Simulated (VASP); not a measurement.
# KF (R-3m) in VASP: notebook, part 2 of 2

VASP 6.6.1.

## 4. Single point, LDA

This run uses another cell than the first one, of 17.76 Å³/atom, 0.970 times its volume.

Contents of INCAR:

```
  ALGO = Normal
  EDIFF = 1E-7
  ENCUT = 520
  GGA = CA
  ISIF = 2
  ISMEAR = 0
  LASPH = True
  LCHARG = False
  LREAL = False
  LWAVE = False
  NBANDS = 15
  NELM = 100
  PREC = Accurate
  SIGMA = 0.05
```

Contents of KPOINTS:

```
k-points
0
Gamma
  8 8 8
```

Contents of POSCAR:

```
KF
1.0
   -0.1103454250      2.5550030042      2.5550030042
    2.5550030042     -0.1103454250      2.5550030042
    2.5550030042      2.5550030042     -0.1103454250
K F
1 1
Direct
    0.0000000000      0.0000000000      0.0000000000
    0.5000000000      0.5000000000      0.5000000000
```

Potentials or basis: VASP PAW LDA potentials, release 64 (K_sv, F).

The run is started by

```bash
> cat potpaw_LDA.64/K_sv/POTCAR potpaw_LDA.64/F/POTCAR > POTCAR
> mpirun -np 1 vasp_std > vasp.out
```

OUTCAR:

```text
EDIFF = 1E-7
   ENCUT = 520
   GGA = CA
   ISIF = 2
   ISMEAR = 0
   LASPH = True
   LREAL = False
   NELM = 100
   PREC = Accurate

 ion  position               nearest neighbor table
   1  0.000  0.000  0.000-   2 2.61   2 2.61   2 2.61   2 2.61   2 2.61   2 2.61
   2  0.500  0.500  0.500-   1 2.61   1 2.61   1 2.61   1 2.61   1 2.61   1 2.61

  LATTYP: Found a trigonal (rhomboedric) cell.
 ALAT       =     3.6150044005
 COS(alpha) =     0.4563863911

  Lattice vectors:

 A1 = (  -0.1103454250,   2.5550030042,   2.5550030042)
 A2 = (   2.5550030042,  -0.1103454250,   2.5550030042)
 A3 = (   2.5550030042,   2.5550030042,  -0.1103454250)

Analysis of symmetry for initial positions (statically):
=====================================================================
 Subroutine PRICEL returns:
 Original cell was already a primitive cell.

 Routine SETGRP: Setting up the symmetry group for a
 trigonal (rhombohedral) supercell.

 Subroutine GETGRP returns: Found 12 space group operations
 (whereof 12 operations were pure point group operations)
 out of a pool of 12 trial point group operations.

The static configuration has the point symmetry D_3d.

Analysis of symmetry for dynamics (positions and initial velocities):
=====================================================================
 Subroutine PRICEL returns:
 Original cell was already a primitive cell.

 Routine SETGRP: Setting up the symmetry group for a
 trigonal (rhombohedral) supercell.

 Subroutine GETGRP returns: Found 12 space group operations
 (whereof 12 operations were pure point group operations)
 out of a pool of 12 trial point group operations.

The dynamic configuration has the point symmetry D_3d.

 Subroutine INISYM returns: Found 12 space group operations
 (whereof 12 operations are pure point group operations),
 and found     1 'primitive' translations

----------------------------------------------------------------------------------------

                                     Primitive cell

  volume of cell :      35.5180
[... 119 lines left out ...]
   LRPA    =     F    only Hartree local field effects (RPA)
 non-spin polarized calculation
 Gauss-broadening in eV      SIGMA  =   0.05
  energy-cutoff  :      520.00
  volume of cell :       35.52
 maximum number of plane-waves:       971
   NGX = 13   NGY = 13   NGZ = 13

 number of electron      16.0000009 magnetization

 Free energy of the ion-electron system (eV)
  ---------------------------------------------------
  ext. energy  EPLUGINS =         0.00000000
  ---------------------------------------------------
  free energy    TOTEN  =        -9.06192097 eV

  energy without entropy =       -9.06192097  energy(sigma->0) =       -9.06192097

 E-fermi :  -2.7352     XC(G=0):  -9.4624

 val. band max:       -2.9769749622   @ k =   0.0000   0.0000   0.0000
 cond. band min:       3.1375993938   @ k =   0.0000   0.0000   0.0000
 fundamental gap:      6.1145743560
 Fermi energy:        -2.7351772783

 k-point     1 :       0.0000    0.0000    0.0000
  band No.  band energies     occupation
      1     -28.4953      2.00000
      2     -21.2722      2.00000
      3     -11.9160      2.00000
      4     -11.9160      2.00000
      5     -11.8698      2.00000
      6      -3.0318      2.00000
      7      -3.0318      2.00000
      8      -2.9770      2.00000
      9       3.1376      0.00000
     10       7.4099      0.00000
     11       7.4099      0.00000
     12       8.1858      0.00000
     13       9.5382      0.00000
     14       9.5382      0.00000
[... 401 lines left out ...]
      2     -21.3625      2.00000
      3     -12.1415      2.00000
      4     -12.0284      2.00000
      5     -11.9081      2.00000
      6      -3.6989      2.00000
      7      -3.4014      2.00000
      8      -3.1134      2.00000
      9       5.4141      0.00000
     10       6.7673      0.00000
     11       8.4980      0.00000
     12       9.1984      0.00000
     13      10.3529      0.00000
     14      10.7819      0.00000
     15      15.7176      0.00000

 [... further k-points ...]

------------------------ aborting loop because EDIFF is reached ----------------------------------------

  FORCE on cell =-STRESS in cart. coord.  units (eV):
  Direction    XX          YY          ZZ          XY          YZ          ZX
  --------------------------------------------------------------------------------------
  -------------------------------------------------------------------------------------
  Total       -0.2685324     -0.2685324     -0.2685324      0.1149141      0.1149141      0.1149141
  in kB      -12.1131980    -12.1131980    -12.1131980      5.1836449      5.1836449      5.1836449
  external PRESSURE =     -12.1131980 kB  Pullay stress =       0.0000000 kB

 VOLUME and BASIS-vectors are now :
 -----------------------------------------------------------------------------
  energy-cutoff  :      520.00
  volume of cell :       35.52
      direct lattice vectors                 reciprocal lattice vectors
    -0.110345425  2.555003004  2.555003004    -0.183452453  0.191733015  0.191733015
     2.555003004 -0.110345425  2.555003004     0.191733015 -0.183452453  0.191733015
     2.555003004  2.555003004 -0.110345425     0.191733015  0.191733015 -0.183452453

 POSITION                                       TOTAL-FORCE (eV/Angst)
 -----------------------------------------------------------------------------------
      0.00000      0.00000      0.00000        -0.000000     -0.000000     -0.000000
      2.49983      2.49983      2.49983         0.000000      0.000000      0.000000
 -----------------------------------------------------------------------------------
    total drift:                                0.000000      0.000000      0.000000

  FREE ENERGIE OF THE ION-ELECTRON SYSTEM (eV)
  ---------------------------------------------------
  free  energy   TOTEN  =        -9.0619209731 eV

  energy  without entropy=       -9.0619209731  energy(sigma->0) =       -9.06192097
```

OSZICAR:

```text
N       E                     dE             d eps       ncg     rms          rms(c)
DAV:   1     0.114209302241E+03    0.11421E+03   -0.82289E+03  1950   0.105E+03
DAV:   2    -0.548836531333E+01   -0.11970E+03   -0.10759E+03  2500   0.292E+02
DAV:   3    -0.101307424934E+02   -0.46424E+01   -0.46187E+01  2637   0.516E+01
DAV:   4    -0.102468358900E+02   -0.11609E+00   -0.11607E+00  2538   0.800E+00
DAV:   5    -0.102490192379E+02   -0.21833E-02   -0.21833E-02  2697   0.861E-01    0.623E+00
DAV:   6    -0.913785988067E+01    0.11112E+01   -0.30817E+00  2013   0.152E+01    0.451E+00
DAV:   7    -0.908863972576E+01    0.49220E-01   -0.78520E-02  2517   0.222E+00    0.269E+00
DAV:   8    -0.906185910782E+01    0.26781E-01   -0.46980E-02  2433   0.212E+00    0.215E-01
DAV:   9    -0.906181362589E+01    0.45482E-04   -0.31175E-03  2237   0.480E-01    0.990E-02
DAV:  10    -0.906192100227E+01   -0.10738E-03   -0.28100E-04  2562   0.181E-01    0.470E-02
DAV:  11    -0.906191917754E+01    0.18247E-05   -0.40687E-05  2600   0.750E-02    0.138E-02
DAV:  12    -0.906192088127E+01   -0.17037E-05   -0.41871E-06  2580   0.226E-02    0.199E-03
DAV:  13    -0.906192099980E+01   -0.11853E-06   -0.31966E-07  2594   0.512E-03    0.222E-03
DAV:  14    -0.906192097310E+01    0.26695E-07   -0.83990E-08  1559   0.309E-03
   1 F= -.90619210E+01 E0= -.90619210E+01  d E =-.385960E-14
```

stdout:

```text
POSCAR found type information on POSCAR K F
 POSCAR found :  2 types and       2 ions
 scaLAPACK will be used
 LDA part: xc-table for (Slater(with rela. corr.)+CA(PZ))
 , standard interpolation
 POSCAR, INCAR and KPOINTS ok, starting setup
 FFT: planning ... GRIDC
 FFT: planning ... GRID_SOFT
 FFT: planning ... GRID
 WAVECAR not read
 entering main loop
```

It took 29 s on 1 thread of Intel Xeon Platinum 8375C at 2.90GHz (Ice Lake), shared host; peak memory 0.16 GiB.

Results:

* Free energy: -9.0619 eV
* Pressure: -1.2 GPa
* Band gap on the k mesh: 6.11 eV, direct

Stress tensor (GPa, compression positive):
```
-1.21  0.52  0.52
 0.52 -1.21  0.52
 0.52  0.52 -1.21
```

A k mesh can miss the band edges. LDA gaps usually lie below the measured ones, often by a third to a half.

## 5. Single point, LDA

This run uses another cell than the first one, of 18.03 Å³/atom, 0.985 times its volume.

Contents of INCAR:

```
SYSTEM = KF
ALGO     = Normal         ! electronic algorithm
EDIFF    = 1E-6           ! SCF threshold, eV
ENCUT    = 520            ! plane-wave cutoff, eV
GGA      = CA             ! functional
ISIF     = 2              ! what is computed and relaxed
ISMEAR   = 0              ! smearing method
LASPH    = .True.         ! aspherical terms in the spheres
LCHARG   = .False.        ! write CHGCAR
LREAL    = .False.        ! projectors in reciprocal space
LWAVE    = .False.        ! write WAVECAR
NBANDS   = 15             ! bands
NELM     = 60             ! most SCF steps
PREC     = Accurate       ! precision mode
SIGMA    = 0.05           ! smearing width, eV
```

Contents of KPOINTS:

```
k-points
0
Gamma
  8 8 8
  0 0 0
```

Contents of POSCAR:

```
KF
1.0
   -0.1382599050      2.5551148682      2.5551148682
    2.5551148682     -0.1382599050      2.5551148682
    2.5551148682      2.5551148682     -0.1382599050
K F
1 1
Direct
    0.0000000000      0.0000000000      0.0000000000
    0.5000000000      0.5000000000      0.5000000000
```

The run is started by

```bash
> cat potpaw_LDA.64/K_sv/POTCAR potpaw_LDA.64/F/POTCAR > POTCAR
> mpirun -np 1 vasp_std > vasp.out
```

Wall time 23 s (1 thread of Intel Xeon Platinum 8375C at 2.90GHz (Ice Lake), shared host); peak memory 0.16 GiB.

Results (log left out):

| Item | Value |
| --- | --- |
| Free energy | -9.0532 eV |
| Pressure | -1.8 GPa |
| Band gap on the k mesh | 6.01 eV, direct |

Stress tensor (GPa, compression positive):
```
-1.82  0.64  0.64
 0.64 -1.82  0.64
 0.64  0.64 -1.82
```

Levels at points of the mesh, in eV from the valence-band top:
```tsv
k point	band 5	band 6	band 7	band 8	band 9	band 10	band 11	band 12
(0.00, 0.00, 0.00)	-8.96	-0.07	-0.07	0.00	6.01	10.27	10.27	11.24
(0.50, 0.00, 0.00)	-9.01	-0.97	-0.49	-0.36	8.87	10.50	11.71	12.55
(0.50, 0.50, 0.00)	-9.21	-0.25	-0.12	-0.06	7.87	10.32	11.80	13.72
(0.50, 0.50, 0.50)	-9.09	-0.97	-0.57	-0.57	9.10	10.82	12.24	12.24
```

A k mesh can miss the band edges. Expect the measured gap to be larger: semilocal functionals such as LDA lack the derivative discontinuity.

## 6. Single point, LDA

This run uses another cell than the first one, of 18.03 Å³/atom, 0.985 times its volume.

Contents of INCAR:

```
  PREC = Accurate
  ENCUT = 520
  EDIFF = 1E-6
  ISMEAR = 0
  SIGMA = 0.05
  LREAL = F
  LASPH = T
  NELM = 80
  ALGO = Normal
  ISIF = 2
  LWAVE = F
  LCHARG = F
  NBANDS = 15
```

Contents of KPOINTS:

```
regular mesh
0
Gamma
  8 8 8
```

Contents of POSCAR:

```
KF
1.0
    0.1421290761      2.6953460123      2.6953460123
    2.6953460123      0.1421290761      2.6953460123
    2.6953460123      2.6953460123      0.1421290761
K F
1 1
Direct
    0.0000000000      0.0000000000      0.0000000000
    0.5000000000      0.5000000000      0.5000000000
```

Potentials or basis: VASP PAW LDA potentials, release 64 (K_sv, F).

The run is started by

```bash
> cat potpaw_LDA.64/K_sv/POTCAR potpaw_LDA.64/F/POTCAR > POTCAR
> mpirun -np 1 vasp_std > vasp.out
```

Run time: 24 s. Hardware: 1 thread of Intel Xeon Platinum 8375C at 2.90GHz (Ice Lake), shared host; peak memory 0.16 GiB.

It converged, with:

```yaml
Free_energy: -9.0501 eV
Pressure: -1.8 GPa
Band_gap_on_the_k_mesh: 6.02 eV, direct
```

Stress tensor (GPa, compression positive):
```
-1.81 -0.90 -0.90
-0.90 -1.81 -0.90
-0.90 -0.90 -1.81
```

Levels at points of the mesh, in eV from the valence-band top:
| k point | band 5 | band 6 | band 7 | band 8 | band 9 | band 10 | band 11 | band 12 |
| --- | --- | --- | --- | --- | --- | --- | --- | --- |
| (0.00, 0.00, 0.00) | -8.96 | -0.09 | 0.00 | 0.00 | 6.02 | 10.07 | 10.86 | 10.86 |
| (0.50, 0.00, 0.00) | -9.02 | -0.96 | -0.55 | -0.40 | 8.99 | 10.67 | 11.84 | 12.59 |
| (0.50, 0.50, 0.00) | -9.22 | -0.23 | -0.10 | -0.05 | 7.87 | 10.33 | 11.81 | 13.73 |
| (0.50, 0.50, 0.50) | -8.99 | -0.95 | -0.34 | -0.34 | 8.72 | 10.37 | 12.05 | 12.05 |

A k mesh can miss the band edges. Expect the measured gap to be larger: semilocal functionals such as LDA lack the derivative discontinuity.

## 7. The runs side by side

| cell | gap on the mesh (eV) | pressure (GPa) |
| --- | --- | --- |
| a = 3.652 Å, angles 62.8°, 2 atoms | 5.95 | -2.3 |
| a = 3.773 Å, angles 57.2°, 2 atoms | 6.13 | -1.2 |
| a = 3.615 Å, angles 62.8°, 2 atoms | 6.11 | -1.2 |
| a = 3.616 Å, angles 63.6°, 2 atoms | 6.01 | -1.8 |
| a = 3.814 Å, angles 56.5°, 2 atoms | 6.02 | -1.8 |

Alike in all rows: task single point; level LDA; potentials or basis VASP PAW LDA potentials, release 64 (K_sv, F); no spin polarisation; k mesh 8 × 8 × 8; cutoff (eV) 520; smearing gaussian 0.05 eV.

Absolute energies hang on the potentials; compare differences alone.
